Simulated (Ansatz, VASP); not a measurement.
One calculation of MnS, two programs

File INCAR:

```
SYSTEM = MnS
PREC = Accurate ; ENCUT = 520
EDIFF = 1E-6 ; ISMEAR = -1
SIGMA = 0.05 ; LREAL = .FALSE.
LASPH = .TRUE. ; NELM = 150
ALGO = Normal ; ISIF = 2
LWAVE = .FALSE. ; LCHARG = .TRUE.
ISPIN = 2 ; MAGMOM = 1 1 0 0
LORBIT = 11 ; NUPDOWN = 2.0
LMAXMIX = 4 ; GGA = PS
LELF = .TRUE. ; LVHAR = .TRUE.
NBANDS = 31
```

KPOINTS

```
regular mesh
0
G
  7 7 4
  0 0 0
```

File POSCAR:

```
MnS
1.0
    3.9535769233      0.0000000000      0.0000000000
   -1.9767884617      3.4238980514      0.0000000000
    0.0000000000      0.0000000000      6.3425288600
Mn S
2 2
Direct
    0.6666666667      0.3333333333      0.4988446700
    0.3333333333      0.6666666667      0.9988446700
    0.3333333333      0.6666666667      0.6261543000
    0.6666666667      0.3333333333      0.1261543000
```

File input.yaml:

```yaml
crystal:
  lattice:
    - [3.9535769233, 0.0, 0.0]
    - [-1.9767884617, 3.4238980514, 0.0]
    - [0.0, 0.0, 6.34252886]
  atoms:
    - { symbol: Mn, position: [0.6666666667, 0.3333333333, 0.49884467], spin: 1.0 }
    - { symbol: Mn, position: [0.3333333333, 0.6666666667, 0.99884467], spin: 1.0 }
    - { symbol: S, position: [0.3333333333, 0.6666666667, 0.6261543] }
    - { symbol: S, position: [0.6666666667, 0.3333333333, 0.1261543] }
hamiltonian:
  xc: pbesol
  pseudopotentials: { kind: paw }
magnetization:
  spin_polarized: true
  initial_magnetization: 2.0
  spin_locking: { lock_magnetization: hard }
kpoints:
  mp_grid: { grid: [7, 7, 4] }
scf:
  occupations: { method: fermi_dirac, width: 0.05 }
  lower_state_search: "off"
output:
  forces: true
  stress: true
  eigenvalues: true
```

Alike in both runs: task single point; functional PBEsol; k mesh 7 × 7 × 4; occupations fermi-dirac, width 0.05 eV; collinear spin; fixed moment 2 μB.

|  | VASP | Ansatz |
| --- | --- | --- |
| version | VASP 6.6.1 | Ansatz 0.2.0 |
| potentials or method | VASP PAW PBE potentials, release 64 (Mn_pv, S) | Ansatz PAW |
| plane-wave cutoff (eV) | 520 | 420 |
| valence electrons in the cell | 38 | 42 |

VASP gave:

- pressure (GPa): -21.8
- traceless stress, the component that is largest in VASP (GPa): 1.10
- rms of the force components (eV/Å): 0.067
- net moment per atom (μB): 0.50
- size of the moment on the site where the two differ most (μB): 1.06

Question: Which values does Ansatz return?

Answer: Pressure (GPa): -22.0; traceless stress, the component that is largest in VASP (GPa): 1.11; rms of the force components (eV/Å): 0.067; net moment per atom (μB): 0.50; size of the moment on the site where the two differ most (μB): 1.02.

VASP's potentials were made for PBE, not for PBEsol. Site moments also hang on the region over which each program counts them. Atom by atom the forces differ by 0.000 eV/Å (rms over components). VASP's potentials hold 38 valence electrons a cell and Ansatz's 42, so a difference there can come from the potentials and not from the codes.
